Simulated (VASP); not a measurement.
# Si2Ni (Fm-3m) in VASP: settings compared, part 2 of 2

VASP 6.6.1. Earlier steps stand in the parts before.

## (4) Single point, PBEsol, collinear spin, ferromagnetic start (volume scaled by 1.04)

Input file INCAR:

```
PREC = Accurate
ENCUT = 520
EDIFF = 1E-6
ISMEAR = -1
SIGMA = 0.05
LREAL = False
LASPH = True
NELM = 150
ALGO = Normal
ISIF = 2
LWAVE = False
LCHARG = True
ISPIN = 2
MAGMOM = 1 0 0
LORBIT = 11
LMAXMIX = 4
GGA = PS
LELF = True
LVHAR = True
NBANDS = 20
```

Input file KPOINTS:

```
Automatic mesh
0
Gamma
  9 9 9
```

Input file POSCAR:

```
Si2Ni
1.0
    0.0000000000      2.7385698685      2.7385698685
    2.7385698685      0.0000000000      2.7385698685
    2.7385698685      2.7385698685      0.0000000000
Ni Si
1 2
Direct
    0.0000000000      0.0000000000      0.0000000000
    0.7500000000      0.7500000000      0.7500000000
    0.2500000000      0.2500000000      0.2500000000
```

Potentials or basis: VASP PAW PBE potentials, release 64 (Ni, Si).

On the command line:

```sh
$ cat potpaw_PBE.64/Ni/POTCAR potpaw_PBE.64/Si/POTCAR > POTCAR
$ mpirun -np 1 vasp_std > vasp.out
```

OUTCAR:

```text
PREC = Accurate
   ENCUT = 520
   EDIFF = 1E-6
   ISMEAR = -1
   LREAL = False
   LASPH = True
   NELM = 150
   ISIF = 2
   ISPIN = 2
   LORBIT = 11
   GGA = PS

 ion  position               nearest neighbor table
   1  0.000  0.000  0.000-   2 2.37   2 2.37   2 2.37   3 2.37   3 2.37   3 2.37   3 2.37   2 2.37

   2  0.750  0.750  0.750-   1 2.37   1 2.37   1 2.37   1 2.37   3 2.74   3 2.74   3 2.74   3 2.74
                             3 2.74   3 2.74
   3  0.250  0.250  0.250-   1 2.37   1 2.37   1 2.37   1 2.37   2 2.74   2 2.74   2 2.74   2 2.74
                             2 2.74   2 2.74

  LATTYP: Found a face centered cubic cell.
 ALAT       =     5.4771397370

  Lattice vectors:

 A1 = (   0.0000000000,   2.7385698685,   2.7385698685)
 A2 = (   2.7385698685,   0.0000000000,   2.7385698685)
 A3 = (   2.7385698685,   2.7385698685,   0.0000000000)

Analysis of symmetry for initial positions (statically):
=====================================================================
 Subroutine PRICEL returns:
 Original cell was already a primitive cell.

 Routine SETGRP: Setting up the symmetry group for a
 face centered cubic supercell.

 Subroutine GETGRP returns: Found 48 space group operations
 (whereof 48 operations were pure point group operations)
 out of a pool of 48 trial point group operations.

The static configuration has the point symmetry O_h .

Analysis of symmetry for dynamics (positions and initial velocities):
=====================================================================
 Subroutine PRICEL returns:
 Original cell was already a primitive cell.

 Routine SETGRP: Setting up the symmetry group for a
 face centered cubic supercell.

 Subroutine GETGRP returns: Found 48 space group operations
 (whereof 48 operations were pure point group operations)
 out of a pool of 48 trial point group operations.

The dynamic configuration has the point symmetry O_h .

Analysis of structural, dynamic, and magnetic symmetry:
=====================================================================
 Subroutine PRICEL returns:
 Original cell was already a primitive cell.

 Routine SETGRP: Setting up the symmetry group for a
 face centered cubic supercell.

 Subroutine GETGRP returns: Found 48 space group operations
 (whereof 48 operations were pure point group operations)
 out of a pool of 48 trial point group operations.

The overall configuration has the point symmetry O_h .

 Subroutine INISYM returns: Found 48 space group operations
 (whereof 48 operations are pure point group operations),
 and found     1 'primitive' translations

----------------------------------------------------------------------------------------

                                     Primitive cell

  volume of cell :      41.0773

  direct lattice vectors                    reciprocal lattice vectors
     0.000000000  2.738569868  2.738569868    -0.182577047  0.182577047  0.182577047
     2.738569868  0.000000000  2.738569868     0.182577047 -0.182577047  0.182577047
     2.738569868  2.738569868  0.000000000     0.182577047  0.182577047 -0.182577047

  length of vectors
     3.872922650  3.872922650  3.872922650     0.316232722  0.316232722  0.316232722

  position of ions in fractional coordinates (direct lattice)
     0.000000000  0.000000000  0.000000000
     0.750000000  0.750000000  0.750000000
     0.250000000  0.250000000  0.250000000

  ion indices of the primitive-cell ions
[... 75 lines left out ...]
   NELM   =    150;   NELMIN=  2; NELMDL= -5     # of ELM steps
   EDIFF  = 0.1E-05   stopping-criterion for ELM
   LREAL  =      F    real-space projection
   EDIFFG = 0.1E-04   stopping-criterion for IOM
   NSW    =      0    number of steps for IOM
   IBRION =     -1    ionic relax: 0-MD 1-quasi-New 2-CG
   NFREE  =      0    steps in history (QN), initial steepest desc. (CG)
   ISIF   =      2    stress and relaxation
   ISYM   =      2    0-nonsym 1-usesym 2-fastsym
   POTIM  = 0.5000    time-step for ionic-motion
   TEBEG  =    0.0;   TEEND  =   0.0 temperature during run
   PSTRESS=    0.0 pullay stress
   NELECT =      18.0000    total number of electrons
   NUPDOWN=      -1.0000    fix difference up-down
   EMIN   =  10.00;   EMAX   =-10.00  energy-range for DOS
   EFERMI =   0.00;   METHOD = LEGACY
   ISMEAR =    -1;   SIGMA  =   0.05  broadening in eV -4-tet -1-fermi 0-gaus
   EFERMI_NEDOS =   21; number of points for ismear=-14 and -15
   IALGO  =     38    algorithm
   IMIX   =      4    mixing-type and parameters
     AMIX     =   0.40;   BMIX     =  1.00
     AMIX_MAG =   1.60;   BMIX_MAG =  1.00
  volume/ion in A,a.u.               =      13.69        92.40
  Fermi-wavevector in a.u.,A,eV,Ry     =   1.243460  2.349799 21.037232  1.546193
  Thomas-Fermi vector in A             =   2.377770
   LORBIT       =     11    0 simple, 1 ext, 2 COOP (PROOUT), +10 PAW based schemes
   GGA     = PS    functional components
   LHFCALC =     F    Hartree Fock is set to
   AEXX    =    0.0000 exact exchange contribution
   IVDW    =     0    specifies the selected vdW correction
   LEPSILON=     F    determine dielectric tensor
   LRPA    =     F    only Hartree local field effects (RPA)
 spin polarized calculation
  energy-cutoff  :      520.00
  volume of cell :       41.08
 maximum number of plane-waves:      1125
 NGX is ok and might be reduce to    30
   NGX = 15   NGY = 15   NGZ = 15

 number of electron      17.9999999 magnetization       0.0033479

 number of electron      17.9999999 magnetization      -0.0000669

 Free energy of the ion-electron system (eV)
  ---------------------------------------------------
  ext. energy  EPLUGINS =         0.00000000
  ---------------------------------------------------
  free energy    TOTEN  =       -18.94859317 eV

  energy without entropy =      -18.94278608  energy(sigma->0) =      -18.94568963

 E-fermi :   9.7766     XC(G=0): -11.5203

 val. band max:        9.6790962675   @ k =   0.3333   0.2222   0.0000
 cond. band min:       9.8598940226   @ k =  -0.4444   0.4444   0.1111
 fundamental gap:      0.1807977551
 Fermi energy:         9.7765738046

 spin component 1

 k-point     1 :       0.0000    0.0000    0.0000
  band No.  band energies     occupation
      1      -3.6918      1.00000
      2       4.8309      1.00000
      3       4.8309      1.00000
      4       4.8309      1.00000
      5       6.4858      1.00000
      6       6.4858      1.00000
[... 541 lines left out ...]
     19      23.3442      0.00000
     20      23.3442      0.00000

 [... further k-points ...]

 spin component 2

 k-point     1 :       0.0000    0.0000    0.0000
  band No.  band energies     occupation
      1      -3.6918      1.00000
      2       4.8309      1.00000
      3       4.8309      1.00000
      4       4.8309      1.00000
      5       6.4863      1.00000
      6       6.4863      1.00000
[... 541 lines left out ...]
     19      23.3443      0.00000
     20      23.3443      0.00000

 [... further k-points ...]

------------------------ aborting loop because EDIFF is reached ----------------------------------------

  FORCE on cell =-STRESS in cart. coord.  units (eV):
  Direction    XX          YY          ZZ          XY          YZ          ZX
  --------------------------------------------------------------------------------------
  -------------------------------------------------------------------------------------
  Total       -1.6096343     -1.6096343     -1.6096343     -0.0000000      0.0000000      0.0000000
  in kB      -62.7821709    -62.7821709    -62.7821709     -0.0000000      0.0000000      0.0000000
  external PRESSURE =     -62.7821709 kB  Pullay stress =       0.0000000 kB

 VOLUME and BASIS-vectors are now :
 -----------------------------------------------------------------------------
  energy-cutoff  :      520.00
  volume of cell :       41.08
      direct lattice vectors                 reciprocal lattice vectors
     0.000000000  2.738569868  2.738569868    -0.182577047  0.182577047  0.182577047
     2.738569868  0.000000000  2.738569868     0.182577047 -0.182577047  0.182577047
     2.738569868  2.738569868  0.000000000     0.182577047  0.182577047 -0.182577047

 POSITION                                       TOTAL-FORCE (eV/Angst)
 -----------------------------------------------------------------------------------
      0.00000      0.00000      0.00000         0.000000      0.000000     -0.000000
      4.10785      4.10785      4.10785         0.000000     -0.000000      0.000000
      1.36928      1.36928      1.36928        -0.000000      0.000000     -0.000000
 -----------------------------------------------------------------------------------
    total drift:                                0.000000     -0.000000     -0.000000

  FREE ENERGIE OF THE ION-ELECTRON SYSTEM (eV)
  ---------------------------------------------------
  free  energy   TOTEN  =       -18.9485931742 eV

  energy  without entropy=      -18.9427860788  energy(sigma->0) =      -18.94568963

 total charge

# of ion       s       p       d       tot
------------------------------------------
    1        0.546   0.747   8.437   9.730
    2        0.751   0.814   0.000   1.565
    3        0.751   0.814   0.000   1.565
--------------------------------------------------
tot          2.048   2.374   8.437  12.859

 magnetization (x)

# of ion       s       p       d       tot
------------------------------------------
    1       -0.000   0.000   0.000   0.000
    2       -0.000  -0.000   0.000  -0.000
    3       -0.000  -0.000   0.000  -0.000
--------------------------------------------------
tot         -0.000   0.000   0.000   0.000
```

Run time: 29 s. Hardware: 1 thread of Intel Xeon 6975P-C (Granite Rapids), shared host; peak memory 0.2 GiB.

What came out:

```
Free energy                                           : -18.9486 eV
Pressure                                              : -6.3 GPa
Band gap on the k mesh                                : zero (filled and empty bands overlap)
Net moment                                            : 0.00 μB per cell
Valence electrons inside the program's atomic spheres : Ni 9.73; Si 1.56
```

Levels at points of the mesh, in eV from the Fermi level:
Spin up:
```
           k point  band 5  band 6  band 7  band 8  band 9  band 10  band 11  band 12  band 13  band 14
(0.00, 0.00, 0.00)   -3.29   -3.29   -0.55    1.68    1.68     1.68     2.33     2.33     2.33     4.64
```
Spin down:
| k point | band 6 | band 7 | band 8 | band 9 | band 10 | band 11 | band 12 | band 13 |
| --- | --- | --- | --- | --- | --- | --- | --- | --- |
| (0.00, 0.00, 0.00) | -3.29 | -0.55 | 1.68 | 1.68 | 1.68 | 2.33 | 2.33 | 2.33 |

Caveat: the cell differs from its parent crystal (volume scaled by 1.04); the PAW data sets were made with another functional, which shifts forces and pressure a little.

## (5) Single point, r2SCAN, collinear spin, ferromagnetic start

This run uses another cell than the first one, of 13.43 Å³/atom, 1.041 times its volume.

Input file POSCAR:

```
Si2Ni
1.0
    0.0000000000      2.7209011839      2.7209011839
    2.7209011839      0.0000000000      2.7209011839
    2.7209011839      2.7209011839      0.0000000000
Ni Si
1 2
Direct
    0.0000000000      0.0000000000      0.0000000000
    0.7500000000      0.7500000000      0.7500000000
    0.2500000000      0.2500000000      0.2500000000
```

Input file INCAR.step1:

```
ALGO     = Normal         # electronic algorithm
EDIFF    = 1E-4           # SCF threshold, eV
ENCUT    = 520            # plane-wave cutoff, eV
GGA      = PE             # functional
ISMEAR   = -1             # smearing method
ISPIN    = 2              # spin polarisation
LASPH    = True           # aspherical terms in the spheres
LCHARG   = False          # write CHGCAR
LMAXMIX  = 4              # l up to which the mixer works
LREAL    = False          # projectors in reciprocal space
LWAVE    = True           # write WAVECAR
MAGMOM   = 1 0 0          # initial moments
NBANDS   = 20             # bands
NELM     = 150            # most SCF steps
PREC     = Accurate       # precision mode
SIGMA    = 0.05           # smearing width, eV
```

Input file INCAR.step2:

```
ALGO     = Normal         # electronic algorithm
EDIFF    = 1E-6           # SCF threshold, eV
ENCUT    = 520            # plane-wave cutoff, eV
ISIF     = 2              # what is computed and relaxed
ISMEAR   = -1             # smearing method
ISPIN    = 2              # spin polarisation
ISTART   = 1            
LASPH    = True           # aspherical terms in the spheres
LCHARG   = False          # write CHGCAR
LMAXMIX  = 4              # l up to which the mixer works
LMIXTAU  = True         
LORBIT   = 11             # projections on sites
LREAL    = False          # projectors in reciprocal space
LWAVE    = False          # write WAVECAR
MAGMOM   = 1 0 0          # initial moments
METAGGA  = R2SCAN         # meta-GGA
NBANDS   = 20             # bands
NELM     = 150            # most SCF steps
PREC     = Accurate       # precision mode
SIGMA    = 0.05           # smearing width, eV
```

Input file KPOINTS:

```
k-points
0
Gamma
  9 9 9
```

Potentials or basis: VASP PAW PBE potentials, release 64 (Ni, Si).

On the command line:

```sh
$ cat potpaw_PBE.64/Ni/POTCAR potpaw_PBE.64/Si/POTCAR > POTCAR
$ cp INCAR.step1 INCAR
$ mpirun -np 1 vasp_std > vasp.out
$ cp INCAR.step2 INCAR
$ mpirun -np 1 vasp_std > vasp.out
```

OUTCAR:

```text
EDIFF = 1E-6
   ENCUT = 520
   ISIF = 2
   ISMEAR = -1
   ISPIN = 2
   ISTART = 1
   LASPH = True
   LORBIT = 11
   LREAL = False
   METAGGA = R2SCAN
   NELM = 150
   PREC = Accurate

 ion  position               nearest neighbor table
   1  0.000  0.000  0.000-   2 2.36   2 2.36   2 2.36   3 2.36   3 2.36   3 2.36   3 2.36   2 2.36

   2  0.750  0.750  0.750-   1 2.36   1 2.36   1 2.36   1 2.36   3 2.72   3 2.72   3 2.72   3 2.72
                             3 2.72   3 2.72
   3  0.250  0.250  0.250-   1 2.36   1 2.36   1 2.36   1 2.36   2 2.72   2 2.72   2 2.72   2 2.72
                             2 2.72   2 2.72

  LATTYP: Found a face centered cubic cell.
 ALAT       =     5.4418023678

  Lattice vectors:

 A1 = (   0.0000000000,   2.7209011839,   2.7209011839)
 A2 = (   2.7209011839,   0.0000000000,   2.7209011839)
 A3 = (   2.7209011839,   2.7209011839,   0.0000000000)

Analysis of symmetry for initial positions (statically):
[... 1305 lines left out ...]
     19      24.5207      0.00000
     20      24.5575      0.00000

 [... further k-points ...]

------------------------ aborting loop because EDIFF is reached ----------------------------------------

  FORCE on cell =-STRESS in cart. coord.  units (eV):
  Direction    XX          YY          ZZ          XY          YZ          ZX
  --------------------------------------------------------------------------------------
  -------------------------------------------------------------------------------------
  Total       -1.0878952     -1.0878952     -1.0878952      0.0000000      0.0000000     -0.0000000
  in kB      -43.2642669    -43.2642669    -43.2642669      0.0000000      0.0000000     -0.0000000
  external PRESSURE =     -43.2642669 kB  Pullay stress =       0.0000000 kB

 VOLUME and BASIS-vectors are now :
 -----------------------------------------------------------------------------
  energy-cutoff  :      520.00
  volume of cell :       40.29
      direct lattice vectors                 reciprocal lattice vectors
     0.000000000  2.720901184  2.720901184    -0.183762646  0.183762646  0.183762646
     2.720901184  0.000000000  2.720901184     0.183762646 -0.183762646  0.183762646
     2.720901184  2.720901184  0.000000000     0.183762646  0.183762646 -0.183762646

 POSITION                                       TOTAL-FORCE (eV/Angst)
 -----------------------------------------------------------------------------------
      0.00000      0.00000      0.00000         0.000000      0.000000     -0.000000
      4.08135      4.08135      4.08135         0.000000      0.000000     -0.000000
      1.36045      1.36045      1.36045        -0.000000     -0.000000      0.000000
 -----------------------------------------------------------------------------------
    total drift:                                0.000000     -0.000000     -0.000000

  FREE ENERGIE OF THE ION-ELECTRON SYSTEM (eV)
  ---------------------------------------------------
  free  energy   TOTEN  =       -30.5153795563 eV

  energy  without entropy=      -30.5068524767  energy(sigma->0) =      -30.51111602

 total charge

# of ion       s       p       d       tot
------------------------------------------
    1        0.566   0.813   8.445   9.824
    2        0.733   0.845   0.000   1.578
    3        0.733   0.845   0.000   1.578
--------------------------------------------------
tot          2.032   2.504   8.445  12.981

 magnetization (x)

# of ion       s       p       d       tot
------------------------------------------
    1        0.000   0.000  -0.000  -0.000
    2       -0.000   0.000   0.000   0.000
    3       -0.000   0.000   0.000   0.000
--------------------------------------------------
tot          0.000   0.000  -0.000  -0.000
```

It took 4.3 min on 1 thread of Intel Xeon Platinum 8375C at 2.90GHz (Ice Lake), shared host; peak memory 0.22 GiB.

What came out:

```
Free energy                                           : -30.5154 eV
Pressure                                              : -4.3 GPa
Band gap on the k mesh                                : zero (filled and empty bands overlap)
Net moment                                            : 0.00 μB per cell
Valence electrons inside the program's atomic spheres : Ni 9.82; Si 1.58
```

Caveat: the PAW data sets were made with another functional, which shifts forces and pressure a little.

## (6) The runs side by side

```tsv
level	potentials or basis	cell	gap on the mesh (eV)	pressure (GPa)	moment (μB)
LDA	VASP PAW LDA potentials, release 64 (Ni, Si)	a = 3.797 Å, angles 60.0°, 3 atoms	none	-1.1	0.00
PBEsol	VASP PAW PBE potentials, release 64 (Ni, Si)	a = 3.823 Å, angles 60.0°, 3 atoms	none	-0.8	0.00
PBEsol	VASP PAW PBE potentials, release 64 (Ni, Si)	a = 3.873 Å, angles 60.0°, 3 atoms	none	-6.3	0.00
r2SCAN	VASP PAW PBE potentials, release 64 (Ni, Si)	a = 3.848 Å, angles 60.0°, 3 atoms	none	-4.3	0.00
```

Alike in all rows: task single point; spin collinear, ferromagnetic start; k mesh 9 × 9 × 9; cutoff (eV) 520; smearing fermi-dirac 0.05 eV.

Caveats: the PAW data sets were made with another functional, which shifts forces and pressure a little (some runs).

Total energies depend on the potentials used, so only differences within one code and one set of settings carry meaning.
